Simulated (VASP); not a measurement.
# InSe in VASP: a series of runs

Runs on InSe. Level: PBE+D3(BJ). Tasks: single point.

Program: VASP 6.6.1. These are calculated values, not measurements. Logs are shortened: lines on timing, memory, paths and dates and some standing lists are left out, and cuts for length are marked.

## (1) The cell of the first run

The cell holds a slab with vacuum, 4 atoms: a = 4.031 Å, b = 4.031 Å, c = 22.011 Å, α = 90.00°, β = 90.00°, γ = 120.00°.

## (2) Single point, PBE+D3(BJ)

Contents of INCAR:

```
PREC = Accurate
ENCUT = 520
EDIFF = 1E-6
ISMEAR = 0
SIGMA = 0.05
LREAL = F
LASPH = T
NELM = 60
ALGO = Normal
ISIF = 2
LWAVE = F
LCHARG = T
LDIPOL = T
IDIPOL = 3
DIPOL = 0.5 0.5 0.500
GGA = PE
IVDW = 12
LELF = T
LVHAR = T
LVACPOTAV = T
NBANDS = 27
```

Contents of KPOINTS:

```
Automatic mesh
0
Gamma
  9 9 1
```

Contents of POSCAR:

```
InSe
1.0
    4.0309630959      0.0000000029      0.0000000000
   -2.0154815504      3.4909164413      0.0000000000
    0.0000000000      0.0000000000     22.0112801213
Se In
2 2
Direct
    0.3333333333      0.6666666667      0.3777220579
    0.3333333333      0.6666666667      0.6222778028
    0.6666666667      0.3333333333      0.4365088330
    0.6666666667      0.3333333333      0.5634913062
```

Potentials or basis: VASP PAW PBE potentials, release 64 (Se, In_d).

Launch:

```sh
$ cat potpaw_PBE.64/Se/POTCAR potpaw_PBE.64/In_d/POTCAR > POTCAR
$ mpirun -np 1 vasp_std > vasp.out
```

OUTCAR:

```text
PREC = Accurate
   ENCUT = 520
   EDIFF = 1E-6
   ISMEAR = 0
   LREAL = F
   LASPH = T
   NELM = 60
   ISIF = 2
   GGA = PE
   IVDW = 12
 IVDW          = 12

 ion  position               nearest neighbor table
   1  0.333  0.667  0.378-   3 2.66   3 2.66   3 2.66
   2  0.333  0.667  0.622-   4 2.66   4 2.66   4 2.66
   3  0.667  0.333  0.437-   1 2.66   1 2.66   1 2.66   4 2.80
   4  0.667  0.333  0.563-   2 2.66   2 2.66   2 2.66   3 2.80

  LATTYP: Found a hexagonal cell.
 ALAT       =     4.0309630959
 C/A-ratio  =     5.4605511382

  Lattice vectors:

 A1 = (   4.0309630959,   0.0000000029,   0.0000000000)
 A2 = (  -2.0154815504,   3.4909164413,   0.0000000000)
 A3 = (   0.0000000000,   0.0000000000,  22.0112801213)

Analysis of symmetry for initial positions (statically):
=====================================================================
 Subroutine PRICEL returns:
 Original cell was already a primitive cell.

 Routine SETGRP: Setting up the symmetry group for a
 hexagonal supercell.

 Subroutine GETGRP returns: Found 12 space group operations
 (whereof 12 operations were pure point group operations)
 out of a pool of 24 trial point group operations.

The static configuration has the point symmetry D_3h.

Analysis of symmetry for dynamics (positions and initial velocities):
=====================================================================
 Subroutine PRICEL returns:
 Original cell was already a primitive cell.

 Routine SETGRP: Setting up the symmetry group for a
 hexagonal supercell.

 Subroutine GETGRP returns: Found 12 space group operations
 (whereof 12 operations were pure point group operations)
 out of a pool of 24 trial point group operations.

The dynamic configuration has the point symmetry D_3h.

 Subroutine INISYM returns: Found 12 space group operations
 (whereof 12 operations are pure point group operations),
 and found     1 'primitive' translations

----------------------------------------------------------------------------------------

                                     Primitive cell

  volume of cell :     309.7373

  direct lattice vectors                    reciprocal lattice vectors
     4.030963096  0.000000003  0.000000000     0.248079671  0.143228865  0.000000000
    -2.015481550  3.490916441  0.000000000    -0.000000000  0.286457730  0.000000000
     0.000000000  0.000000000 22.011280121     0.000000000  0.000000000  0.045431251

  length of vectors
     4.030963096  4.030963096 22.011280121     0.286457730  0.286457730  0.045431251

[... 78 lines left out ...]
   ISYM   =      2    0-nonsym 1-usesym 2-fastsym
   POTIM  = 0.5000    time-step for ionic-motion
   TEBEG  =    0.0;   TEEND  =   0.0 temperature during run
   PSTRESS=    0.0 pullay stress
   NELECT =      38.0000    total number of electrons
   NUPDOWN=      -1.0000    fix difference up-down
   EMIN   =  10.00;   EMAX   =-10.00  energy-range for DOS
   EFERMI =   0.00;   METHOD = LEGACY
   ISMEAR =     0;   SIGMA  =   0.05  broadening in eV -4-tet -1-fermi 0-gaus
   EFERMI_NEDOS =   21; number of points for ismear=-14 and -15
   IALGO  =     38    algorithm
   IMIX   =      4    mixing-type and parameters
     AMIX     =   0.40;   BMIX     =  1.00
     AMIX_MAG =   1.60;   BMIX_MAG =  1.00
  volume/ion in A,a.u.               =      77.43       522.55
  Fermi-wavevector in a.u.,A,eV,Ry     =   0.813464  1.537223  9.003290  0.661723
  Thomas-Fermi vector in A             =   1.923193
   LORBIT       =      0    0 simple, 1 ext, 2 COOP (PROOUT), +10 PAW based schemes
   GGA     = PE    functional components
   LHFCALC =     F    Hartree Fock is set to
   AEXX    =    0.0000 exact exchange contribution
   IVDW    =    12    specifies the selected vdW correction
   LEPSILON=     F    determine dielectric tensor
   LRPA    =     F    only Hartree local field effects (RPA)
 non-spin polarized calculation
 Gauss-broadening in eV      SIGMA  =   0.05
  energy-cutoff  :      520.00
  volume of cell :      309.74
 maximum number of plane-waves:      8397
 NGX is ok and might be reduce to    30
   NGX = 15   NGY = 15   NGZ = 81

 dipolmoment           0.000000      0.000000     -0.000000 electrons x Angstroem

 number of electron      38.0000003 magnetization

 dipolmoment           0.000000      0.000000      0.000004 electrons x Angstroem

 Free energy of the ion-electron system (eV)
  ---------------------------------------------------
  ext. energy  EPLUGINS =         0.00000000
  ---------------------------------------------------
  free energy    TOTEN  =       -14.20439642 eV

  energy without entropy =      -14.20439642  energy(sigma->0) =      -14.20439642

 E-fermi :  -2.2544     XC(G=0):  -3.8349

 val. band max:       -2.4747463188   @ k =   0.1111   0.1111   0.0000
 cond. band min:      -0.8677364035   @ k =   0.0000   0.0000   0.0000
 fundamental gap:      1.6070099153
 Fermi energy:        -2.2544454832

 k-point     1 :       0.0000    0.0000    0.0000
  band No.  band energies     occupation
      1     -16.4856      2.00000
      2     -16.3024      2.00000
      3     -16.3024      2.00000
      4     -16.2200      2.00000
      5     -16.2200      2.00000
      6     -16.2129      2.00000
[... 349 lines left out ...]
     26       5.1525      0.00000
     27       5.5501      0.00000

------------------------ aborting loop because EDIFF is reached ----------------------------------------

 Edisp (eV)   -0.88538

 E8    (eV) :    -0.4265

  FORCE on cell =-STRESS in cart. coord.  units (eV):
  Direction    XX          YY          ZZ          XY          YZ          ZX
  --------------------------------------------------------------------------------------
  -------------------------------------------------------------------------------------
  Total      -0.05285    -0.05285    -0.00719    -0.00000     0.00000     0.00000
  in kB      -0.27340    -0.27340    -0.03717    -0.00000     0.00000     0.00000
  external pressure =       -0.19 kB  Pullay stress =        0.00 kB

 VOLUME and BASIS-vectors are now :
 -----------------------------------------------------------------------------
  energy-cutoff  :      520.00
  volume of cell :      309.74
      direct lattice vectors                 reciprocal lattice vectors
     4.030963096  0.000000003  0.000000000     0.248079671  0.143228865  0.000000000
    -2.015481550  3.490916441  0.000000000    -0.000000000  0.286457730  0.000000000
     0.000000000  0.000000000 22.011280121     0.000000000  0.000000000  0.045431251

 POSITION                                       TOTAL-FORCE (eV/Angst)
 -----------------------------------------------------------------------------------
     -0.00000      2.32728      8.31415         0.000000      0.000000     -0.008742
     -0.00000      2.32728     13.69713        -0.000000      0.000000      0.008742
      2.01548      1.16364      9.60812        -0.000000      0.000000      0.008454
      2.01548      1.16364     12.40316         0.000000     -0.000000     -0.008454
 -----------------------------------------------------------------------------------
    total drift:                                0.000000     -0.000000      0.000102

  FREE ENERGIE OF THE ION-ELECTRON SYSTEM (eV)
  ---------------------------------------------------
  free  energy   TOTEN  =       -15.0897752659 eV

  energy  without entropy=      -15.0897752659  energy(sigma->0) =      -15.08977527

 vacuum level on the upper side and lower side of the slab         3.517         3.517
```

stdout:

```text
POSCAR found type information on POSCAR SeIn
 POSCAR found :  2 types and       4 ions
 scaLAPACK will be used
 LDA part: xc-table for (Slater+PW92), standard interpolation
 POSCAR, INCAR and KPOINTS ok, starting setup
 FFT: planning ... GRIDC
 FFT: planning ... GRID_SOFT
 FFT: planning ... GRID
 WAVECAR not read
 entering main loop
 -----------------------------------------------------------------------------
|                                                                             |
|           W    W    AA    RRRRR   N    N  II  N    N   GGGG   !!!           |
|           W    W   A  A   R    R  NN   N  II  NN   N  G    G  !!!           |
|           W    W  A    A  R    R  N N  N  II  N N  N  G       !!!           |
|           W WW W  AAAAAA  RRRRR   N  N N  II  N  N N  G  GGG   !            |
|           WW  WW  A    A  R   R   N   NN  II  N   NN  G    G                |
|           W    W  A    A  R    R  N    N  II  N    N   GGGG   !!!           |
|                                                                             |
|     Did not find any points to average over, which means that no vacuum     |
|     field-free region was found. Please increase the size of  your cell     |
|     in the dimension of the dipole correction to obtain accurate            |
|     workfunction values.                                                    |
|                                                                             |
 -----------------------------------------------------------------------------
```

Run time: 3.8 min. Hardware: 1 thread of Intel Xeon 8259CL, shared host; peak memory 0.45 GiB.

Results:

```yaml
Free_energy: -15.0898 eV
Largest_force: 0.009 eV/Å
Band_gap_on_the_k_mesh: 1.61 eV (least direct gap 1.67 eV)
Dispersion_energy_per_atom: -0.221 eV
```

Forces in eV/Å, atoms in the order of the input:
```
Se   0.000  0.000 -0.009
Se   0.000  0.000  0.009
In   0.000  0.000  0.008
In   0.000  0.000 -0.008
```

Caveat: spin-orbit coupling is left out, which moves the levels of the heavy elements.

## (3) Single point, PBE+D3(BJ)

This run uses another cell than the first one.

Contents of INCAR:

```
SYSTEM = InSe
PREC     = Accurate       ! precision mode
ENCUT    = 520            ! plane-wave cutoff, eV
EDIFF    = 1E-6           ! SCF threshold, eV
ISMEAR   = 0              ! smearing method
SIGMA    = 0.05           ! smearing width, eV
LREAL    = .False.        ! projectors in reciprocal space
LASPH    = .True.         ! aspherical terms in the spheres
NELM     = 100            ! most SCF steps
ALGO     = Normal         ! electronic algorithm
ISIF     = 2              ! what is computed and relaxed
LWAVE    = .False.        ! write WAVECAR
LCHARG   = .False.        ! write CHGCAR
LDIPOL   = .True.       
IDIPOL   = 3            
DIPOL    = 0.5 0.5 0.500
GGA      = PE             ! functional
IVDW     = 12             ! dispersion correction
NBANDS   = 27             ! bands
```

Contents of KPOINTS:

```
regular mesh
0
Gamma
  9 9 1
  0 0 0
```

Contents of POSCAR:

```
InSe
1.0
    4.0499987500      0.0000000000      0.0000000000
   -2.0249993800      3.5074018000      0.0000000000
    0.0000000000      0.0000000000     22.0112801213
Se In
2 2
Direct
    0.3333333300      0.6666666700      0.3861656366
    0.3333333300      0.6666666700      0.6138343634
    0.6666666700      0.3333333300      0.4284689492
    0.6666666700      0.3333333300      0.5715310508
```

Potentials or basis: VASP PAW PBE potentials, release 64 (Se, In_d).

Launch:

```sh
$ cat potpaw_PBE.64/Se/POTCAR potpaw_PBE.64/In_d/POTCAR > POTCAR
$ mpirun -np 1 vasp_std > vasp.out
```

It took 3.8 min on 1 thread of Intel Xeon 8259CL, shared host; peak memory 0.45 GiB.

Results (log left out):

- Free energy: -14.1281 eV
- Largest force: 2.998 eV/Å
- Band gap on the k mesh: 0.30 eV (least direct gap 0.72 eV)
- Dispersion energy per atom: -0.220 eV

Forces on the atoms (eV/Å):
```
Se   0.000  0.000 -2.014
Se   0.000  0.000  2.014
In   0.000  0.000  2.998
In   0.000  0.000 -2.998
```

Levels at points of the mesh, in eV from the valence-band top:
```csv
k point,band 16,band 17,band 18,band 19,band 20,band 21,band 22,band 23
"(0.00, 0.00, 0.00)",-1.88,-1.82,-1.82,-0.42,0.30,1.80,4.24,4.24
```

Caveat: spin-orbit coupling is left out, which moves the levels of the heavy elements.
